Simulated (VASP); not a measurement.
A run of VASP 6.6.1 is set up as follows.

File INCAR:

```
SYSTEM = B15P16
ALGO = Normal
EDIFF = 1E-7
ENCUT = 520
GGA = PE
ISIF = 2
ISMEAR = 0
ISPIN = 2
LASPH = .TRUE.
LCHARG = .TRUE.
LELF = .TRUE.
LORBIT = 11
LREAL = Auto
LVHAR = .TRUE.
LWAVE = .FALSE.
MAGMOM = 0 0 0 0 0 0 0 0 0 0 0 0 0 0 0 0.5 0 0 0.5 0 0.5 0 0 0 0 0 0 0.5 0 0 0
NBANDS = 88
NELECT = 128.0
NELM = 150
PREC = Accurate
SIGMA = 0.01
```

The input KPOINTS:

```
Automatic mesh
0
Gamma
  2 2 2
  0.5 0.5 0.5
```

The input POSCAR:

```
B15P16
1.0
   -4.5481927936      4.5481927936     -4.5481927936
    4.5481927936     -4.5481927936     -4.5481927936
   -4.5481927936     -4.5481927936      4.5481927936
B P
15 16
Direct
    0.7530516037      0.2500000000      1.0028892797
    0.5000000000      0.2500000000      0.2500000000
    0.2528892797      0.0030516037      0.7500000000
    0.2528892797      0.2500000000      0.5030516037
    1.0000000000      1.0030516037      1.0028892797
    0.7471107203     -0.0028892797      0.2501623240
    0.5000000000      0.7500000000      0.7500000000
    0.5001623240     -0.0028892797      0.4971107203
    0.2469483963      0.7498376760      0.9969483963
    0.0000000000      0.7500000000      0.2500000000
    0.7530516037      0.5028892797      0.7500000000
    0.7471107203      0.7501623240      0.4971107203
    0.4998376760      0.4969483963      0.9969483963
    0.2469483963      0.4969483963      0.2498376760
    0.0000000000      0.5028892797      0.5030516037
    0.0000000000      0.4923737833      0.7500000000
    0.7505273611      0.5002390147      0.0002390147
    0.4997116536      0.4994726389      0.2497116536
    0.2423737833      0.2500000000      0.7500000000
    0.2502390147      0.5002390147      0.5005273611
    0.0000000000      0.2500000000     -0.0076262167
    0.7497609853      0.2500000000      0.2502883464
    0.5002883464     -0.0002390147      0.7500000000
    0.5002883464      0.2500000000      0.4997609853
    0.2502390147      0.0005273611      0.0002390147
    0.0000000000     -0.0002390147      0.2502883464
    0.7497609853      0.7502883464      0.7500000000
    0.7576262167      0.0076262167      0.5076262167
    0.4997116536      0.7497116536     -0.0005273611
    0.2494726389      0.7497116536      0.2497116536
    0.0000000000      0.7502883464      0.4997609853
```

Potentials or basis: VASP PAW PBE potentials, release 64 (B, P).

Run with:

```bash
$ cat potpaw_PBE.64/B/POTCAR potpaw_PBE.64/P/POTCAR > POTCAR
$ mpirun -np 1 vasp_std > vasp.out
```

Problem. Estimate the largest force.

Solution. 0.015 eV/Å.

Problem. Predict the net moment.

Solution. 0.00 μB per cell.

Forces on the atoms (eV/Å):
```
B   -0.006 -0.008  0.008
B    0.000  0.000  0.000
B   -0.008  0.008 -0.006
B   -0.006  0.008 -0.008
B   -0.008 -0.006  0.008
B    0.008  0.008  0.006
B    0.000  0.000  0.000
B    0.008  0.006  0.008
B    0.006 -0.008 -0.008
B    0.000  0.000  0.000
B    0.008 -0.008 -0.006
B    0.006  0.008  0.008
B   -0.008  0.006 -0.008
B   -0.008 -0.008  0.006
B    0.008 -0.006 -0.008
P    0.008 -0.008 -0.008
P    0.004  0.002  0.004
P    0.002 -0.004 -0.004
P   -0.008  0.008 -0.008
P    0.004  0.004  0.002
P   -0.008 -0.008  0.008
P   -0.002  0.004 -0.004
P    0.004 -0.004 -0.002
P   -0.002 -0.004  0.004
P    0.002  0.004  0.004
P    0.004 -0.002 -0.004
P   -0.004  0.004 -0.002
P    0.008  0.008  0.008
P   -0.004 -0.004  0.002
P   -0.004  0.002 -0.004
P   -0.004 -0.002  0.004
```

Caveat: the cell carries a net charge on a neutralising background, which shifts energy and pressure; the cell differs from its parent crystal (atoms taken out, then relaxed in part).
